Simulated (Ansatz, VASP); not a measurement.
# One calculation of HfNbTe4, two programs

Contents of INCAR:

```
  ALGO = Normal
  EDIFF = 1E-6
  EDIFFG = -0.04
  ENCUT = 600
  GGA = PE
  IBRION = 2
  ISIF = 3
  ISMEAR = 0
  LASPH = True
  LCHARG = False
  LREAL = False
  LWAVE = False
  NELM = 80
  NSW = 90
  PREC = Accurate
  SIGMA = 0.1
```

File KPOINTS:

```
k-points
0
Gamma
  4 4 2
```

The input POSCAR:

```
HfNbTe4
1.0
    4.6777909600      0.0000000000      0.0000000000
    0.0000000000      4.6777909600      0.0000000000
    0.0000000000      0.0000000000      7.6617481300
Hf Nb Te
1 1 4
Direct
    0.0000000000      0.0000000000      0.0000000000
    0.5000000000      0.5000000000      0.5000000000
    0.5000000000      0.5000000000      0.7959481500
    0.5000000000      0.5000000000      0.2040518500
    0.5000000000      0.0000000000      0.5000000000
    0.0000000000      0.5000000000      0.5000000000
```

Input for Ansatz:

```yaml
crystal:
  lattice:
    - [4.67779096, 0.0, 0.0]
    - [0.0, 4.67779096, 0.0]
    - [0.0, 0.0, 7.66174813]
  atoms:
    - { symbol: Hf, position: [0.0, 0.0, 0.0] }
    - { symbol: Nb, position: [0.5, 0.5, 0.5] }
    - { symbol: Te, position: [0.5, 0.5, 0.79594815] }
    - { symbol: Te, position: [0.5, 0.5, 0.20405185] }
    - { symbol: Te, position: [0.5, 0.0, 0.5] }
    - { symbol: Te, position: [0.0, 0.5, 0.5] }
basis:
  ecutwfc: 420
kpoints:
  mp_grid: { grid: [4, 4, 2] }
hamiltonian:
  xc: pbe
scf:
  occupations: { method: gaussian, width: 0.1 }
  lower_state_search: "off"
output:
  forces: true
  stress: true
  eigenvalues: true
relax:
  adjacent_minimum: "off"
  f_tol: 0.04
  max_steps: 70
  cell: { stress_tol: 0.4 }
```

Change from the starting cell: species swapped into the RbFeF4 type (P4/mmm, No. 123).

Alike in both runs: task relaxation of cell and atoms; functional PBE; k mesh 4 × 4 × 2; occupations gaussian, width 0.1 eV; no spin polarisation.

```csv
,VASP,Ansatz
version,VASP 6.6.1,Ansatz 0.2.0
potentials or method,"VASP PAW PBE potentials, release 64 (Hf_pv, Nb_sv, Te), cutoff 600 eV","scalar-relativistic, plane waves, PAW"
valence electrons in the cell,47,103
```

```csv
,VASP,Ansatz,Ansatz less VASP
"gap on the k mesh at the Fermi level, each at its own relaxed structure (eV)",none,none,-
relaxed volume (Å³/atom),38.40,38.54,+0.139
relaxed length of the cell vector where the two differ most in proportion (Å),8.819,8.841,+0.0217
```

A gap of «none» marks a metal or a gap that the smearing closes. VASP's potentials hold 47 valence electrons a cell and Ansatz's 103, so a difference there can come from the potentials and not from the codes.

The k mesh is coarse, so the values compare programs but aren't converged. Neither program's run includes spin-orbit coupling. Noted on VASP's run: the volume moved by over 15 % at a fixed basis, so the end points are rough.
